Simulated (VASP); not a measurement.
# Al2Ru (Fddd) in VASP: notebook

Runs on Al2Ru. Level: LDA. Tasks: single point.

All numbers are computed with VASP 6.6.1; they aren't measurements. Logs are shortened: lines on timing, memory, paths and dates and some standing lists are left out, and cuts for length are marked.

## 1. The cell of the first run

The structure is orthorhombic, space group Fddd (No. 70). Conventional cell: a = 4.665 Å, b = 7.916 Å, c = 8.702 Å, α = 90.00°, β = 90.00°, γ = 90.00°. Within 3.4 Å of Al (site symmetry 2) lie 5 Ru at 2.55 to 2.70 Å and 9 Al at 2.57 to 3.16 Å. Within 3.4 Å of Ru (site symmetry 222) lie 10 Al at 2.55 to 2.70 Å and 4 Ru at 3.16 Å.

## 2. Single point, LDA

Input file INCAR:

```
ALGO = Normal
EDIFF = 1E-6
ENCUT = 520
GGA = CA
ISIF = 2
ISMEAR = 0
LASPH = True
LCHARG = False
LREAL = False
LWAVE = False
NBANDS = 29
NELM = 60
PREC = Accurate
SIGMA = 0.01
```

Input file KPOINTS:

```
k-points
0
Gamma
  10 10 10
```

Input file POSCAR:

```
Al2Ru
1.0
    0.0000000000      3.9579801692      4.3509536980
    2.3323611132      0.0000000000      4.3509536980
    2.3323611132      3.9579801692      0.0000000000
Al Ru
4 2
Direct
    0.0788601564      0.4211398436      0.0788601564
    0.4211398436      0.0788601564      0.4211398436
    0.1711398436      0.8288601564      0.1711398436
    0.8288601564      0.1711398436      0.8288601564
    0.7500000000      0.7500000000      0.7500000000
    0.5000000000      0.5000000000      0.5000000000
```

Potentials or basis: VASP PAW LDA potentials, release 64 (Al, Ru_pv).

Command:

```console
$ cat potpaw_LDA.64/Al/POTCAR potpaw_LDA.64/Ru_pv/POTCAR > POTCAR
$ mpirun -np 1 vasp_std > vasp.out
```

OUTCAR:

```text
EDIFF = 1E-6
   ENCUT = 520
   GGA = CA
   ISIF = 2
   ISMEAR = 0
   LASPH = True
   LREAL = False
   NELM = 60
   PREC = Accurate

 ion  position               nearest neighbor table
   1  0.079  0.421  0.079-   6 2.55   6 2.55   3 2.57   3 2.57   5 2.60   2 2.65   2 2.65   5 2.70
                             5 2.70   2 2.71   4 3.16   4 3.16   4 3.16   4 3.16
   2  0.421  0.079  0.421-   6 2.55   6 2.55   4 2.57   4 2.57   5 2.60   1 2.65   1 2.65   5 2.70
                             5 2.70   1 2.71   3 3.16   3 3.16   3 3.16   3 3.16
   3  0.171  0.829  0.171-   5 2.55   5 2.55   1 2.57   1 2.57   6 2.60   4 2.65   4 2.65   6 2.70
                             6 2.70   4 2.71   2 3.16   2 3.16   2 3.16   2 3.16
   4  0.829  0.171  0.829-   5 2.55   5 2.55   2 2.57   2 2.57   6 2.60   3 2.65   3 2.65   6 2.70
                             6 2.70   3 2.71   1 3.16   1 3.16   1 3.16   1 3.16
   5  0.750  0.750  0.750-   4 2.55   3 2.55   4 2.55   3 2.55   1 2.60   2 2.60   2 2.70   2 2.70
                             1 2.70   1 2.70   6 3.16   6 3.16   6 3.16   6 3.16
   6  0.500  0.500  0.500-   1 2.55   2 2.55   1 2.55   2 2.55   3 2.60   4 2.60   3 2.70   3 2.70
                             4 2.70   4 2.70   5 3.16   5 3.16   5 3.16   5 3.16

  LATTYP: Found a face centered orthorhombic cell.
 ALAT       =     4.6647222264
 B/A-ratio  =     1.6969842906
 C/A-ratio  =     1.8654717202

  Lattice vectors:

 A1 = (   0.0000000000,   3.9579801692,   4.3509536980)
 A2 = (   2.3323611132,   0.0000000000,   4.3509536980)
 A3 = (   2.3323611132,   3.9579801692,   0.0000000000)

Analysis of symmetry for initial positions (statically):
=====================================================================
 Subroutine PRICEL returns:
 Original cell was already a primitive cell.

 Routine SETGRP: Setting up the symmetry group for a
 face centered orthorhombic supercell.

 Subroutine GETGRP returns: Found  8 space group operations
 (whereof  4 operations were pure point group operations)
 out of a pool of  8 trial point group operations.

The static configuration has the point symmetry D_2 .
 The point group associated with its full space group is D_2h.

Analysis of symmetry for dynamics (positions and initial velocities):
=====================================================================
 Subroutine PRICEL returns:
 Original cell was already a primitive cell.

 Routine SETGRP: Setting up the symmetry group for a
 face centered orthorhombic supercell.

 Subroutine GETGRP returns: Found  8 space group operations
 (whereof  4 operations were pure point group operations)
 out of a pool of  8 trial point group operations.

[... 114 lines left out ...]
   NFREE  =      0    steps in history (QN), initial steepest desc. (CG)
   ISIF   =      2    stress and relaxation
   ISYM   =      2    0-nonsym 1-usesym 2-fastsym
   POTIM  = 0.5000    time-step for ionic-motion
   TEBEG  =    0.0;   TEEND  =   0.0 temperature during run
   PSTRESS=    0.0 pullay stress
   NELECT =      40.0000    total number of electrons
   NUPDOWN=      -1.0000    fix difference up-down
   EMIN   =  10.00;   EMAX   =-10.00  energy-range for DOS
   EFERMI =   0.00;   METHOD = LEGACY
   ISMEAR =     0;   SIGMA  =   0.01  broadening in eV -4-tet -1-fermi 0-gaus
   EFERMI_NEDOS =   21; number of points for ismear=-14 and -15
   IALGO  =     38    algorithm
   IMIX   =      4    mixing-type and parameters
     AMIX     =   0.40;   BMIX     =  1.00
     AMIX_MAG =   1.60;   BMIX_MAG =  1.00
  volume/ion in A,a.u.               =      13.39        90.35
  Fermi-wavevector in a.u.,A,eV,Ry     =   1.297578  2.452067 22.908254  1.683709
  Thomas-Fermi vector in A             =   2.428962
   LORBIT       =      0    0 simple, 1 ext, 2 COOP (PROOUT), +10 PAW based schemes
   GGA     = CA    functional components
   LHFCALC =     F    Hartree Fock is set to
   AEXX    =    0.0000 exact exchange contribution
   IVDW    =     0    specifies the selected vdW correction
   LEPSILON=     F    determine dielectric tensor
   LRPA    =     F    only Hartree local field effects (RPA)
 non-spin polarized calculation
 Gauss-broadening in eV      SIGMA  =   0.01
  energy-cutoff  :      520.00
  volume of cell :       80.33
 maximum number of plane-waves:      2191
 NGX is ok and might be reduce to    48
   NGX = 21   NGY = 19   NGZ = 17

 number of electron      40.0000000 magnetization

 Free energy of the ion-electron system (eV)
  ---------------------------------------------------
  ext. energy  EPLUGINS =         0.00000000
  ---------------------------------------------------
  free energy    TOTEN  =       -42.40173843 eV

  energy without entropy =      -42.40173843  energy(sigma->0) =      -42.40173843

 E-fermi :  10.8956     XC(G=0): -12.2298

 val. band max:       10.8575227349   @ k =   0.0000   0.0000   0.0000
 cond. band min:      10.9339291622   @ k =   0.0000   0.3000   0.3000
 fundamental gap:      0.0764064273
 Fermi energy:        10.8955947090

 k-point     1 :       0.0000    0.0000    0.0000
  band No.  band energies     occupation
      1     -31.7242      2.00000
      2     -31.6362      2.00000
      3     -31.6278      2.00000
      4     -31.5819      2.00000
      5     -31.5692      2.00000
      6     -31.5602      2.00000
[... 757 lines left out ...]
     28      15.8173      0.00000
     29      16.8651      0.00000

 [... further k-points ...]

------------------------ aborting loop because EDIFF is reached ----------------------------------------

  FORCE on cell =-STRESS in cart. coord.  units (eV):
  Direction    XX          YY          ZZ          XY          YZ          ZX
  --------------------------------------------------------------------------------------
  -------------------------------------------------------------------------------------
  Total        0.2194419      0.1955145      0.2421394      0.0000000      0.0000000      0.0000000
  in kB        4.3766959      3.8994707      4.8293888      0.0000000      0.0000000      0.0000000
  external PRESSURE =       4.3685185 kB  Pullay stress =       0.0000000 kB

 VOLUME and BASIS-vectors are now :
 -----------------------------------------------------------------------------
  energy-cutoff  :      520.00
  volume of cell :       80.33
      direct lattice vectors                 reciprocal lattice vectors
     0.000000000  3.957980169  4.350953698    -0.214375037  0.126327060  0.114917334
     2.332361113  0.000000000  4.350953698     0.214375037 -0.126327060  0.114917334
     2.332361113  3.957980169  0.000000000     0.214375037  0.126327060 -0.114917334

 POSITION                                       TOTAL-FORCE (eV/Angst)
 -----------------------------------------------------------------------------------
      1.16618      0.62425      2.17548        -0.000000      0.007350     -0.000000
      1.16618      3.33373      2.17548        -0.000000     -0.007350     -0.000000
      2.33236      1.35474      4.35095        -0.000000     -0.007350      0.000000
      2.33236      6.56122      4.35095        -0.000000      0.007350      0.000000
      3.49854      5.93697      6.52643         0.000000     -0.000000      0.000000
      2.33236      3.95798      4.35095         0.000000     -0.000000      0.000000
 -----------------------------------------------------------------------------------
    total drift:                               -0.000000     -0.000000     -0.000000

  FREE ENERGIE OF THE ION-ELECTRON SYSTEM (eV)
  ---------------------------------------------------
  free  energy   TOTEN  =       -42.4017384331 eV

  energy  without entropy=      -42.4017384331  energy(sigma->0) =      -42.40173843
```

OSZICAR:

```text
N       E                     dE             d eps       ncg     rms          rms(c)
DAV:   1     0.295268415763E+03    0.29527E+03   -0.21492E+04 10614   0.132E+03
DAV:   2    -0.333846314633E+02   -0.32865E+03   -0.31771E+03 10614   0.353E+02
DAV:   3    -0.438991041398E+02   -0.10514E+02   -0.10368E+02 12126   0.610E+01
DAV:   4    -0.440193903853E+02   -0.12029E+00   -0.12017E+00 11630   0.640E+00
DAV:   5    -0.440218221740E+02   -0.24318E-02   -0.24317E-02 12408   0.926E-01    0.185E+01
DAV:   6    -0.431082743583E+02    0.91355E+00   -0.12228E+01 11122   0.238E+01    0.518E+00
DAV:   7    -0.425102386489E+02    0.59804E+00   -0.31240E+00 10736   0.122E+01    0.411E+00
DAV:   8    -0.424061691778E+02    0.10407E+00   -0.20608E-01 11357   0.330E+00    0.549E-01
DAV:   9    -0.424021927441E+02    0.39764E-02   -0.74966E-03 12282   0.467E-01    0.329E-01
DAV:  10    -0.424018194167E+02    0.37333E-03   -0.21288E-03 11353   0.358E-01    0.107E-01
DAV:  11    -0.424017427664E+02    0.76650E-04   -0.50413E-04 11181   0.172E-01    0.368E-02
DAV:  12    -0.424017384207E+02    0.43457E-05   -0.19703E-05 13098   0.298E-02    0.462E-03
DAV:  13    -0.424017384331E+02   -0.12390E-07   -0.60868E-07  6724   0.431E-03
   1 F= -.42401738E+02 E0= -.42401738E+02  d E =-.754174E-11
```

stdout:

```text
POSCAR found type information on POSCAR AlRu
 POSCAR found :  2 types and       6 ions
 scaLAPACK will be used
 LDA part: xc-table for (Slater(with rela. corr.)+CA(PZ))
 , standard interpolation
 POSCAR, INCAR and KPOINTS ok, starting setup
 FFT: planning ... GRIDC
 FFT: planning ... GRID_SOFT
 FFT: planning ... GRID
 WAVECAR not read
 entering main loop
```

Wall time 4.8 min (1 thread of Intel Xeon Platinum 8488C (Sapphire Rapids), shared host); peak memory 0.44 GiB.

What came out:

```yaml
Free_energy: -42.4017 eV
Pressure: 0.4 GPa
Largest_force: 0.007 eV/Å
```

Forces on the atoms (eV/Å):
```
Al   0.000  0.007  0.000
Al   0.000 -0.007  0.000
Al   0.000 -0.007  0.000
Al   0.000  0.007  0.000
Ru   0.000  0.000  0.000
Ru   0.000  0.000  0.000
```

## 3. Single point, LDA

Input file INCAR:

```
SYSTEM = Al2Ru
  PREC = Accurate
  ENCUT = 520
  EDIFF = 1E-6
  ISMEAR = 0
  SIGMA = 0.01
  LREAL = .FALSE.
  LASPH = .TRUE.
  NELM = 80
  ALGO = Normal
  ISIF = 2
  LWAVE = .FALSE.
  LCHARG = .FALSE.
  NBANDS = 29
```

Input file KPOINTS:

```
regular mesh
0
G
  10 10 10
  0 0 0
```

Input file POSCAR:

```
Al2Ru
1.0
    0.0000000000      3.9579375332      4.3507976798
    2.3322633091      0.0000000000      4.3507976798
    2.3322633091      3.9579375332      0.0000000000
Al Ru
4 2
Direct
    0.0788628326      0.4211371674      0.0788628326
    0.4211371674      0.0788628326      0.4211371674
    0.1711371674      0.8288628326      0.1711371674
    0.8288628326      0.1711371674      0.8288628326
    0.7500000000      0.7500000000      0.7500000000
    0.5000000000      0.5000000000      0.5000000000
```

Potentials or basis: VASP PAW LDA potentials, release 64 (Al, Ru_pv).

Command:

```console
$ cat potpaw_LDA.64/Al/POTCAR potpaw_LDA.64/Ru_pv/POTCAR > POTCAR
$ mpirun -np 1 vasp_std > vasp.out
```

It took 4.8 min on 1 thread of Intel Xeon Platinum 8488C (Sapphire Rapids), shared host; peak memory 0.44 GiB.

Results (log left out):

* Free energy: -42.4017 eV
* Pressure: 0.5 GPa
* Largest force: 0.007 eV/Å

Forces in eV/Å, atoms in the order of the input:
```
Al   0.000  0.007  0.000
Al   0.000 -0.007  0.000
Al   0.000 -0.007  0.000
Al   0.000  0.007  0.000
Ru   0.000  0.000  0.000
Ru   0.000  0.000  0.000
```

Stress tensor (GPa, compression positive):
```
0.46 0.00 0.00
0.00 0.40 0.00
0.00 0.00 0.50
```

Levels at points of the mesh, in eV from the Fermi level:
```tsv
k point	band 18	band 19	band 20	band 21	band 22	band 23
(0.00, 0.00, 0.00)	-1.33	-1.29	-0.04	1.68	2.30	2.38
(0.50, 0.00, 0.00)	-2.21	-1.22	-0.95	0.31	0.69	1.85
(0.50, 0.50, 0.00)	-1.69	-1.40	-1.40	2.27	2.27	2.48
(0.50, 0.00, 0.50)	-2.38	-1.54	-1.54	1.76	1.76	2.44
(0.00, 0.50, 0.50)	-2.64	-1.35	-1.35	0.31	0.31	4.68
```

## 4. Single point, LDA

INCAR is that of step 3.

KPOINTS is that of step 3.

Input file POSCAR:

```
Al2Ru
1.0
    0.0000000000      3.9579713069      4.3507950145
    2.3322684201      0.0000000000      4.3507950145
    2.3322684201      3.9579713069      0.0000000000
Al Ru
4 2
Direct
    0.0788646154      0.4211353846      0.0788646154
    0.4211353846      0.0788646154      0.4211353846
    0.1711353846      0.8288646154      0.1711353846
    0.8288646154      0.1711353846      0.8288646154
    0.7500000000      0.7500000000      0.7500000000
    0.5000000000      0.5000000000      0.5000000000
```

Command:

```console
$ cat potpaw_LDA.64/Al/POTCAR potpaw_LDA.64/Ru_pv/POTCAR > POTCAR
$ mpirun -np 1 vasp_std > vasp.out
```

Wall time 12 min (1 thread of Intel Xeon 8259CL, shared host); peak memory 0.44 GiB.

It converged, with:

```yaml
Free_energy: -42.4017 eV
Pressure: 0.5 GPa
Largest_force: 0.007 eV/Å
```

Forces on the atoms (eV/Å):
```
Al   0.000  0.007  0.000
Al   0.000 -0.007  0.000
Al   0.000 -0.007  0.000
Al   0.000  0.007  0.000
Ru   0.000  0.000  0.000
Ru   0.000  0.000  0.000
```

Stress tensor (GPa, compression positive):
```
0.46 0.00 0.00
0.00 0.40 0.00
0.00 0.00 0.50
```

Levels at points of the mesh, in eV from the Fermi level:
| k point | band 18 | band 19 | band 20 | band 21 | band 22 | band 23 |
| --- | --- | --- | --- | --- | --- | --- |
| (0.00, 0.00, 0.00) | -1.33 | -1.29 | -0.04 | 1.68 | 2.30 | 2.38 |
| (0.50, 0.00, 0.00) | -2.21 | -1.22 | -0.95 | 0.31 | 0.69 | 1.85 |
| (0.50, 0.50, 0.00) | -1.69 | -1.40 | -1.40 | 2.27 | 2.27 | 2.48 |
| (0.50, 0.00, 0.50) | -2.38 | -1.54 | -1.54 | 1.76 | 1.76 | 2.44 |
| (0.00, 0.50, 0.50) | -2.64 | -1.35 | -1.35 | 0.31 | 0.31 | 4.68 |
